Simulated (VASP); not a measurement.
# RbCl (Fm-3m) in VASP: notebook

RbCl is run at these levels: PBE; tasks: single point, relaxation of cell and atoms.

Program: VASP 6.6.1. These are calculated values, not measurements. Logs are shortened: lines on timing, memory, paths and dates and some standing lists are left out, and cuts for length are marked.

## (1) The cell of the first run

It takes space group Fm-3m (No. 225, cubic). The conventional cell has a = 6.698 Å, b = 6.698 Å, c = 6.698 Å, α = 90.00°, β = 90.00°, γ = 90.00°. Rb (site symmetry m-3m) has 6 Cl at 3.35 Å within 4.4 Å. Cl (site symmetry m-3m) has 6 Rb at 3.35 Å within 4.4 Å.

## (2) Single point, PBE

Input file INCAR:

```
PREC = Accurate
ENCUT = 500
EDIFF = 1E-6
ISMEAR = 0
SIGMA = 0.02
LREAL = False
LASPH = True
NELM = 120
ALGO = Normal
ISIF = 2
LWAVE = False
LCHARG = False
GGA = PE
NBANDS = 33
GGA_COMPAT = False
```

Input file KPOINTS:

```
regular mesh
0
Gamma
  6 6 2
```

Input file POSCAR:

```
RbCl
1.0
    4.7364787274      0.0000002953      0.0000000000
   -2.3682396195      4.1019107548      0.0000000000
    0.0000000000      0.0000000000     11.6019498690
Rb Cl
3 3
Direct
    0.0000000000      0.0000000000      0.0000000000
    0.3333333333      0.6666666667      0.3333333333
    0.6666666667      0.3333333333      0.6666666667
    0.6666666667      0.3333333333      0.1666666667
    0.0000000000      0.0000000000      0.5000000000
    0.3333333333      0.6666666667      0.8333333333
```

Potentials or basis: VASP PAW PBE potentials, release 64 (Rb_sv, Cl).

On the command line:

```bash
> cat potpaw_PBE.64/Rb_sv/POTCAR potpaw_PBE.64/Cl/POTCAR > POTCAR
> mpirun -np 1 vasp_std > vasp.out
```

OUTCAR:

```text
PREC = Accurate
   ENCUT = 500
   EDIFF = 1E-6
   ISMEAR = 0
   LREAL = False
   LASPH = True
   NELM = 120
   ISIF = 2
   GGA = PE

 ion  position               nearest neighbor table
   1  0.000  0.000  0.000-   4 3.35   6 3.35   4 3.35   6 3.35   4 3.35   6 3.35   2 4.74   3 4.74
                             2 4.74   3 4.74   3 4.74   2 4.74
   2  0.333  0.667  0.333-   4 3.35   4 3.35   5 3.35   4 3.35   5 3.35   5 3.35   1 4.74   1 4.74
                             1 4.74   3 4.74   3 4.74   3 4.74
   3  0.667  0.333  0.667-   6 3.35   6 3.35   5 3.35   6 3.35   5 3.35   5 3.35   1 4.74   1 4.74
                             1 4.74   2 4.74   2 4.74   2 4.74
   4  0.667  0.333  0.167-   2 3.35   2 3.35   1 3.35   2 3.35   1 3.35   1 3.35
   5  0.000  0.000  0.500-   2 3.35   3 3.35   3 3.35   2 3.35   3 3.35   2 3.35
   6  0.333  0.667  0.833-   3 3.35   3 3.35   1 3.35   3 3.35   1 3.35   1 3.35

  LATTYP: Found a hexagonal cell.
 ALAT       =     4.7364787274
 C/A-ratio  =     2.4494884358

  Lattice vectors:

 A1 = (   4.7364787274,   0.0000002953,   0.0000000000)
 A2 = (  -2.3682396195,   4.1019107548,   0.0000000000)
 A3 = (   0.0000000000,   0.0000000000,  11.6019498690)

Analysis of symmetry for initial positions (statically):
=====================================================================
 Subroutine PRICEL returns following result:

  LATTYP: Found a face centered cubic cell.
 ALAT       =     6.6983900707

  Lattice vectors:

 A1 = (   2.3682394487,  -1.3673034864,   3.8673166226)
 A2 = (  -0.0000001708,   2.7346072684,   3.8673166226)
 A3 = (  -2.3682392780,  -1.3673037821,   3.8673166238)

   3 primitive cells build up your supercell.

 Routine SETGRP: Setting up the symmetry group for a
 hexagonal supercell.

 Subroutine GETGRP returns: Found 12 space group operations
 (whereof 12 operations were pure point group operations)
 out of a pool of 24 trial point group operations.

The static configuration has the point symmetry D_3d.

Analysis of symmetry for dynamics (positions and initial velocities):
=====================================================================
 Subroutine PRICEL returns following result:

  LATTYP: Found a face centered cubic cell.
 ALAT       =     6.6983900707

  Lattice vectors:

 A1 = (   2.3682394487,  -1.3673034864,   3.8673166226)
 A2 = (  -0.0000001708,   2.7346072684,   3.8673166226)
 A3 = (  -2.3682392780,  -1.3673037821,   3.8673166238)

   3 primitive cells build up your supercell.

 Routine SETGRP: Setting up the symmetry group for a
 hexagonal supercell.

 Subroutine GETGRP returns: Found 12 space group operations
 (whereof 12 operations were pure point group operations)
 out of a pool of 24 trial point group operations.

The dynamic configuration has the point symmetry D_3d.

 Subroutine INISYM returns: Found 12 space group operations
 (whereof 12 operations are pure point group operations),
 and found     3 'primitive' translations

----------------------------------------------------------------------------------------

                                     Primitive cell

  volume of cell :      75.1366

  direct lattice vectors                    reciprocal lattice vectors
     2.368239449 -1.367303486  3.867316623     0.211127315 -0.121894395  0.086192408
    -0.000000171  2.734607268  3.867316623    -0.000000015  0.243788815  0.086192408
    -2.368239278 -1.367303782  3.867316624    -0.211127300 -0.121894421  0.086192408

  length of vectors
     4.736477042  4.736477042  4.736477043     0.258577102  0.258577102  0.258577102

  position of ions in fractional coordinates (direct lattice)
     0.000000000  0.000000000  0.000000000
     0.500000000  0.500000000  0.500000000

  ion indices of the primitive-cell ions
   primitive index   ion index
                 1           1
                 2           4

----------------------------------------------------------------------------------------

 KPOINTS: regular mesh

Automatic generation of k-mesh.
 Grid dimensions read from file:
 generate k-points for:    6    6    2

 Generating k-lattice:

  Cartesian coordinates                     Fractional coordinates (reciprocal lattice)
     0.035187883  0.020315737  0.000000000     0.166666667  0.000000000  0.000000000
    -0.000000003  0.040631469  0.000000000     0.000000000  0.166666667  0.000000000
     0.000000000  0.000000000  0.043096204     0.000000000  0.000000000  0.500000000

  Length of vectors
     0.040631469  0.040631469  0.043096204

  Shift w.r.t. Gamma in fractional coordinates (k-lattice)
     0.000000000  0.000000000  0.000000000

 Subroutine IBZKPT returns following result:
 ===========================================

 Found     14 irreducible k-points:

 Following reciprocal coordinates:
            Coordinates               Weight
  0.000000  0.000000  0.000000      1.000000
  0.166667  0.000000  0.000000      6.000000
  0.333333  0.000000  0.000000      6.000000
  0.500000 -0.000000  0.000000      3.000000
  0.166667  0.166667  0.000000      6.000000
  0.333333  0.166667  0.000000     12.000000
  0.333333  0.333333  0.000000      2.000000
  0.000000  0.000000  0.500000      1.000000
  0.166667  0.000000  0.500000      6.000000
  0.333333  0.000000  0.500000      6.000000
  0.500000 -0.000000  0.500000      3.000000
  0.166667  0.166667  0.500000      6.000000
  0.333333  0.166667  0.500000     12.000000
  0.333333  0.333333  0.500000      2.000000
   k-points           NKPTS =     14   k-points in BZ     NKDIM =     14   number of bands    NBANDS=     33
   number of dos      NEDOS =    301   number of ions     NIONS =      6
   total plane-waves  NPLWV = 116640
   dimension x,y,z NGX =    36 NGY =   36 NGZ =   90
   dimension x,y,z NGXF=    72 NGYF=   72 NGZF=  180
   ions per type =               3   3
   NGX,Y,Z   is equivalent  to a cutoff of  12.64, 12.64, 12.90 a.u.
   NGXF,Y,Z  is equivalent  to a cutoff of  25.27, 25.27, 25.79 a.u.
 SYSTEM =  unknown system
   PREC   = accura    normal or accurate (medium, high low for compatibility)
   ISTART =      0    job   : 0-new  1-cont  2-samecut
   ICHARG =      2    charge: 1-file 2-atom 10-const
   ISPIN  =      1    spin polarized calculation?
   LNONCOLLINEAR =      F non collinear calculations
   LSORBIT =      F    spin-orbit coupling
   LASPH  =      T    aspherical Exc in radial PAW
   ENCUT  =  500.0 eV  36.75 Ry    6.06 a.u.   8.64  8.64 21.15*2*pi/ulx,y,z
   NELM   =    120;   NELMIN=  2; NELMDL= -5     # of ELM steps
   EDIFF  = 0.1E-05   stopping-criterion for ELM
   LREAL  =      F    real-space projection
   EDIFFG = 0.1E-04   stopping-criterion for IOM
   NSW    =      0    number of steps for IOM
   IBRION =     -1    ionic relax: 0-MD 1-quasi-New 2-CG
   NFREE  =      0    steps in history (QN), initial steepest desc. (CG)
   ISIF   =      2    stress and relaxation
   ISYM   =      2    0-nonsym 1-usesym 2-fastsym
   POTIM  = 0.5000    time-step for ionic-motion
   TEBEG  =    0.0;   TEEND  =   0.0 temperature during run
   PSTRESS=    0.0 pullay stress
   NELECT =      48.0000    total number of electrons
   NUPDOWN=      -1.0000    fix difference up-down
   EMIN   =  10.00;   EMAX   =-10.00  energy-range for DOS
   EFERMI =   0.00;   METHOD = LEGACY
   ISMEAR =     0;   SIGMA  =   0.02  broadening in eV -4-tet -1-fermi 0-gaus
   EFERMI_NEDOS =   21; number of points for ismear=-14 and -15
   IALGO  =     38    algorithm
   IMIX   =      4    mixing-type and parameters
     AMIX     =   0.40;   BMIX     =  1.00
     AMIX_MAG =   1.60;   BMIX_MAG =  1.00
  volume/ion in A,a.u.               =      37.57       253.52
  Fermi-wavevector in a.u.,A,eV,Ry     =   0.977607  1.847409 13.003299  0.955715
  Thomas-Fermi vector in A             =   2.108318
   LORBIT       =      0    0 simple, 1 ext, 2 COOP (PROOUT), +10 PAW based schemes
   GGA     = PE    functional components
   LHFCALC =     F    Hartree Fock is set to
   AEXX    =    0.0000 exact exchange contribution
   IVDW    =     0    specifies the selected vdW correction
   LEPSILON=     F    determine dielectric tensor
   LRPA    =     F    only Hartree local field effects (RPA)
 non-spin polarized calculation
 Gauss-broadening in eV      SIGMA  =   0.02
  energy-cutoff  :      500.00
  volume of cell :      225.41
 maximum number of plane-waves:      5762
 NGX is ok and might be reduce to    36
   NGX = 17   NGY = 17   NGZ = 43

 number of electron      48.0000001 magnetization

 Free energy of the ion-electron system (eV)
  ---------------------------------------------------
  ext. energy  EPLUGINS =         0.00000000
  ---------------------------------------------------
  free energy    TOTEN  =       -20.02769373 eV

  energy without entropy =      -20.02769373  energy(sigma->0) =      -20.02769373

 E-fermi :  -1.9726     XC(G=0):  -7.1413

 val. band max:       -2.0679728285   @ k =   0.0000   0.0000   0.0000
 cond. band min:       2.7651719652   @ k =   0.0000   0.0000   0.0000
 fundamental gap:      4.8331447937
 Fermi energy:        -1.9726384064

 k-point     1 :       0.0000    0.0000    0.0000
  band No.  band energies     occupation
      1     -26.1190      2.00000
      2     -26.1100      2.00000
      3     -26.1100      2.00000
      4     -14.0565      2.00000
      5     -14.0565      2.00000
      6     -14.0210      2.00000
[... 25 lines left out ...]
     32       5.8855      0.00000
     33       6.8357      0.00000

 k-point     2 :       0.1667    0.0000    0.0000
  band No.  band energies     occupation
      1     -26.1163      2.00000
      2     -26.1085      2.00000
      3     -26.1084      2.00000
      4     -14.0472      2.00000
      5     -14.0402      2.00000
      6     -14.0310      2.00000
[... 25 lines left out ...]
     32       6.2538      0.00000
     33       7.0517      0.00000
[... 394 lines left out ...]
     32       7.4052      0.00000
     33       7.4565      0.00000

 k-point    14 :       0.3333    0.3333    0.5000
  band No.  band energies     occupation
      1     -26.1043      2.00000
      2     -26.1043      2.00000
      3     -26.1043      2.00000
      4     -14.0204      2.00000
      5     -14.0204      2.00000
      6     -14.0204      2.00000
[... 25 lines left out ...]
     32       7.2496      0.00000
     33       7.2954      0.00000

------------------------ aborting loop because EDIFF is reached ----------------------------------------

  FORCE on cell =-STRESS in cart. coord.  units (eV):
  Direction    XX          YY          ZZ          XY          YZ          ZX
  --------------------------------------------------------------------------------------
  -------------------------------------------------------------------------------------
  Total       -0.0031343     -0.0031343     -0.0029593      0.0000000      0.0000000     -0.0000000
  in kB       -0.0222778     -0.0222778     -0.0210345      0.0000000      0.0000000     -0.0000000
  external PRESSURE =      -0.0218634 kB  Pullay stress =       0.0000000 kB

 VOLUME and BASIS-vectors are now :
 -----------------------------------------------------------------------------
  energy-cutoff  :      500.00
  volume of cell :      225.41
      direct lattice vectors                 reciprocal lattice vectors
     4.736478727  0.000000295  0.000000000     0.211127300  0.121894421  0.000000000
    -2.368239620  4.101910755  0.000000000    -0.000000015  0.243788815  0.000000000
     0.000000000  0.000000000 11.601949869     0.000000000  0.000000000  0.086192408

 POSITION                                       TOTAL-FORCE (eV/Angst)
 -----------------------------------------------------------------------------------
      0.00000      0.00000      0.00000         0.000000      0.000000      0.000000
     -0.00000      2.73461      3.86732        -0.000000     -0.000000      0.000000
      2.36824      1.36730      7.73463         0.000000     -0.000000     -0.000000
      2.36824      1.36730      1.93366        -0.000000      0.000000      0.000000
      0.00000      0.00000      5.80097         0.000000     -0.000000      0.000000
     -0.00000      2.73461      9.66829         0.000000     -0.000000      0.000000
 -----------------------------------------------------------------------------------
    total drift:                               -0.000000     -0.000000      0.000000

  FREE ENERGIE OF THE ION-ELECTRON SYSTEM (eV)
  ---------------------------------------------------
  free  energy   TOTEN  =       -20.0276937302 eV

  energy  without entropy=      -20.0276937302  energy(sigma->0) =      -20.02769373
```

Run time: 3.5 min. Hardware: 1 thread of Intel Xeon 8259CL, shared host; peak memory 0.35 GiB.

Results:

- Free energy: -20.0277 eV
- Pressure: 0.0 GPa
- Band gap on the k mesh: 4.83 eV

Levels at points of the mesh, in eV from the valence-band top:
```tsv
k point	band 22	band 23	band 24	band 25	band 26	band 27
(0.00, 0.00, 0.00)	0.00	0.00	0.00	4.83	6.72	6.72
(0.50, 0.00, 0.00)	-0.25	-0.10	-0.10	6.24	7.44	7.44
(0.00, 0.00, 0.50)	-0.08	-0.08	-0.08	5.42	5.42	7.57
(0.50, 0.00, 0.50)	-0.22	-0.15	-0.15	6.63	6.63	7.57
```

(Continued in part 2 of 2.)
